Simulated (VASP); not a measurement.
Input of a VASP 6.6.1 run:

INCAR

```
SYSTEM = ZrC
  ALGO = Normal
  EDIFF = 1E-6
  ENCUT = 520
  GGA = PE
  ISIF = 2
  ISMEAR = -1
  LASPH = .True.
  LCHARG = .True.
  LELF = .True.
  LREAL = .False.
  LVHAR = .True.
  LWAVE = .False.
  NBANDS = 15
  NELM = 60
  PREC = Accurate
  SIGMA = 0.1
```

KPOINTS

```
k-points
0
Gamma
  8 8 8
  0 0 0
```

File POSCAR:

```
ZrC
1.0
    0.0000000000      2.3550000000      2.3550000000
    2.3550000000      0.0000000000      2.3550000000
    2.3550000000      2.3550000000      0.0000000000
Zr C
1 1
Direct
    0.0000000000      0.0000000000      0.0000000000
    0.5000000000      0.5000000000      0.5000000000
```

Potentials or basis: VASP PAW PBE potentials, release 64 (Zr_sv, C).

The run is started by

```sh
$ cat potpaw_PBE.64/Zr_sv/POTCAR potpaw_PBE.64/C/POTCAR > POTCAR
$ mpirun -np 1 vasp_std > vasp.out
```

Task: Estimate the band gap on the k mesh.

Result: Zero (band 8 reaches 10.48 eV, above the bottom of band 9 at 9.17 eV).

Task: Predict the pressure.

Result: 0.1 GPa.
